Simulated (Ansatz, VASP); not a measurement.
**Pd in VASP and in Ansatz**

File INCAR:

```
SYSTEM = Pd
ALGO = Normal
EDIFF = 1E-6
ENCUT = 520
GGA = CA
ISIF = 2
ISMEAR = -1
LASPH = .TRUE.
LCHARG = .TRUE.
LELF = .TRUE.
LREAL = .FALSE.
LVHAR = .TRUE.
LWAVE = .FALSE.
NBANDS = 17
NELM = 60
PREC = Accurate
SIGMA = 0.1
```

KPOINTS

```
k-points
0
G
  13 13 13
  0 0 0
```

Contents of POSCAR:

```
Pd
1.0
    0.0000000000      2.4700821006      2.4700821006
    2.4700821006      0.0000000000      2.4700821006
    2.4700821006      2.4700821006      0.0000000000
Pd
2
Direct
   -0.1250000000     -0.1250000000     -0.1250000000
    0.1250000000      0.1250000000      0.1250000000
```

Input for Ansatz:

```yaml
crystal:
  lattice:
    - [0.0, 2.4700821006, 2.4700821006]
    - [2.4700821006, 0.0, 2.4700821006]
    - [2.4700821006, 2.4700821006, 0.0]
  atoms:
    - { symbol: Pd, position: [-0.125, -0.125, -0.125] }
    - { symbol: Pd, position: [0.125, 0.125, 0.125] }
kpoints:
  mp_grid: { grid: [13, 13, 13] }
scf:
  occupations: { method: fermi_dirac, width: 0.1 }
hamiltonian:
  xc: lda
  pseudopotentials: { kind: all_electron, lapw: { basis_error: 0.001 } }
output:
  forces: true
  stress: true
  eigenvalues: true
  populations: true
```

Change from the starting cell: volume scaled by 0.68, LAPW.

Alike in both runs: task single point; functional LDA; k mesh 13 × 13 × 13; occupations fermi-dirac, width 0.1 eV; no spin polarisation.

|  | VASP | Ansatz |
| --- | --- | --- |
| version | VASP 6.6.1 | Ansatz 0.2.0 |
| potentials or method | VASP PAW LDA potentials, release 64 (Pd), cutoff 520 eV | all-electron LAPW, scalar-relativistic |

Ansatz gave:

| Property | Result |
| --- | --- |
| pressure (GPa) | 101.4 |

Question: Estimate VASP's values.

Answer: Pressure (GPa): 94.5.

LDA's correlation is that of Perdew and Zunger in VASP and of Perdew and Wang (1992) in Ansatz. Both programs put the cell under a high pressure, so it lies far from rest at this level. Ansatz ran all-electron here, and VASP with PAW potentials.

Noted on VASP's run: the cell as given lies far from equilibrium.
